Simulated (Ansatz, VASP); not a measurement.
Two plane-wave programs on LiMgBN2

```xyz
5
Lattice="-1.8851 1.8851 4.4285 1.8851 -1.8851 4.4285 1.8851 1.8851 -4.4285" Properties=species:S:1:pos:R:3 pbc="T T T"
Li    1.8851    0.0000    2.2143
Mg    0.0000    1.8851    2.2143
B     0.0000    0.0000    4.4285
N     0.0000    0.0000    5.7650
N     0.0000    0.0000    3.0920
```

Alike in both runs: task single point; functional HSE06; k mesh 4 × 4 × 4; no spin polarisation.

|  | VASP | Ansatz |
| --- | --- | --- |
| version | VASP 6.6.1 | Ansatz 0.2.0 |
| potentials or method | VASP PAW PBE potentials, release 64 (Li_sv, Mg, B, N) | plane waves, PAW |
| plane-wave cutoff (eV) | 520 | 420 |
| occupations | gaussian, width 0.01 eV | fixed |
| valence electrons in the cell | 18 | 26 |

```csv
,VASP,Ansatz,Ansatz less VASP
gap on the k mesh at the Fermi level (eV),3.82,3.82,+0.009
rms of the force components (eV/Å),0.058,0.062,+0.0036
```

Atom by atom the forces differ by 0.004 eV/Å (rms over components). VASP's potentials hold 18 valence electrons a cell and Ansatz's 26, so a difference there can come from the potentials and not from the codes. Ansatz's warnings: stress exchange threshold loose, stress scf threshold loose.

The k mesh is coarse, so the values compare programs but aren't converged. Noted on VASP's run: the cutoff is under 1.25 times that of the potentials, so the pressure is a little rough.
